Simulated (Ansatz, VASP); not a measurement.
**One calculation of ZnS, two programs**

```
CELL_PARAMETERS angstrom
0.00000 2.52610 2.52610
2.52610 0.00000 2.52610
2.52610 2.52610 0.00000
ATOMIC_POSITIONS crystal
Zn 0.00000 0.00000 0.00000
S 0.50000 0.50000 0.50000
```

Alike in both runs: task single point; functional PBE; k mesh 8 × 8 × 8; occupations fermi-dirac, width 0.02 eV; no spin polarisation.

```csv
,VASP,Ansatz
version,VASP 6.6.1,Ansatz 0.2.0
potentials or method,"VASP PAW PBE potentials, release 64 (Zn, S)","plane waves, PAW"
plane-wave cutoff (eV),520,420
valence electrons in the cell,18,18
```

```csv
,VASP,Ansatz,Ansatz less VASP
pressure (GPa),3.0,2.8,-0.16
```
